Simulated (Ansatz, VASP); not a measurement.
**AlIn3Sb4 in VASP and in Ansatz**

The input INCAR:

```
SYSTEM = AlIn3Sb4
  ALGO = Normal
  EDIFF = 1E-6
  ENCUT = 500
  GGA = PE
  GGA_COMPAT = .FALSE.
  ISIF = 2
  ISMEAR = 0
  LASPH = .TRUE.
  LCHARG = .FALSE.
  LREAL = .FALSE.
  LWAVE = .FALSE.
  NBANDS = 76
  NELM = 120
  PREC = Accurate
  SIGMA = 0.1
```

Contents of KPOINTS:

```
k-points
0
G
  4 4 2
  0 0 0
```

File POSCAR:

```
AlIn3Sb4
1.0
   -3.1966250000     -6.3932500000     -3.1966250000
   -6.3932500000      3.1966250000      3.1966250000
    0.0000000000      6.3932500000     -6.3932500000
In Al Sb
6 2 8
Direct
    0.5000000000      0.2500000000      0.8750000000
    0.5000000000      0.2500000000      0.3750000000
    0.0000000000      0.0000000000      0.5000000000
    0.0000000000      0.0000000000      0.0000000000
    0.5000000000      0.7500000000      0.6250000000
    0.0000000000      0.5000000000      0.7500000000
    0.5000000000      0.7500000000      0.1250000000
    0.0000000000      0.5000000000      0.2500000000
    0.6250000000      0.4375000000      0.6562500000
    0.1250000000      0.1875000000      0.7812500000
    0.6250000000      0.4375000000      0.1562500000
    0.1250000000      0.1875000000      0.2812500000
    0.6250000000      0.9375000000      0.9062500000
    0.6250000000      0.9375000000      0.4062500000
    0.1250000000      0.6875000000      0.5312500000
    0.1250000000      0.6875000000      0.0312500000
```

Input for Ansatz:

```yaml
crystal:
  lattice:
    - [-3.196625, -6.39325, -3.196625]
    - [-6.39325, 3.196625, 3.196625]
    - [0.0, 6.39325, -6.39325]
  atoms:
    - { symbol: In, position: [0.5, 0.25, 0.875] }
    - { symbol: In, position: [0.5, 0.25, 0.375] }
    - { symbol: In, position: [0.0, 0.0, 0.5] }
    - { symbol: In, position: [0.0, 0.0, 0.0] }
    - { symbol: In, position: [0.5, 0.75, 0.625] }
    - { symbol: In, position: [0.0, 0.5, 0.75] }
    - { symbol: Al, position: [0.5, 0.75, 0.125] }
    - { symbol: Al, position: [0.0, 0.5, 0.25] }
    - { symbol: Sb, position: [0.625, 0.4375, 0.65625] }
    - { symbol: Sb, position: [0.125, 0.1875, 0.78125] }
    - { symbol: Sb, position: [0.625, 0.4375, 0.15625] }
    - { symbol: Sb, position: [0.125, 0.1875, 0.28125] }
    - { symbol: Sb, position: [0.625, 0.9375, 0.90625] }
    - { symbol: Sb, position: [0.625, 0.9375, 0.40625] }
    - { symbol: Sb, position: [0.125, 0.6875, 0.53125] }
    - { symbol: Sb, position: [0.125, 0.6875, 0.03125] }
basis:
  ecutwfc: 420
kpoints:
  mp_grid: { grid: [4, 4, 2] }
hamiltonian:
  xc: pbe
  pseudopotentials: { kind: paw, azcp: { folder: soft_1 } }
scf:
  occupations: { method: gaussian, width: 0.1 }
output:
  forces: true
  stress: true
  eigenvalues: true
```

Alike in both runs: task single point; functional PBE; k mesh 4 × 4 × 2; occupations gaussian, width 0.1 eV; no spin polarisation.

|  | VASP | Ansatz |
| --- | --- | --- |
| version | VASP 6.6.1 | Ansatz 0.2.0 |
| potentials or method | VASP PAW PBE potentials, release 64 (In_d, Al, Sb), cutoff 500 eV | scalar-relativistic, plane waves, PAW |
| valence electrons in the cell | 124 | 204 |

Ansatz gave:

| Item | Value |
| --- | --- |
| gap on the k mesh at the Fermi level (eV) | 0.21 |
| least direct gap on the mesh (eV) | 0.21 |
| pressure (GPa) | 3.2 |
| traceless stress, the component that is largest in VASP (GPa) | -0.23 |
| rms of the force components (eV/Å) | 0.344 |

What did VASP give for the same quantities?

gap on the k mesh at the Fermi level (eV): 0.21; least direct gap on the mesh (eV): 0.21; pressure (GPa): 3.2; traceless stress, the component that is largest in VASP (GPa): -0.23; rms of the force components (eV/Å): 0.339.

Atom by atom the forces differ by 0.005 eV/Å (rms over components). The functional is the same, so the differences come from potentials, cutoffs and numerics. VASP's potentials hold 124 valence electrons a cell and Ansatz's 204, so a difference there can come from the potentials and not from the codes.

Spin-orbit coupling is off throughout.
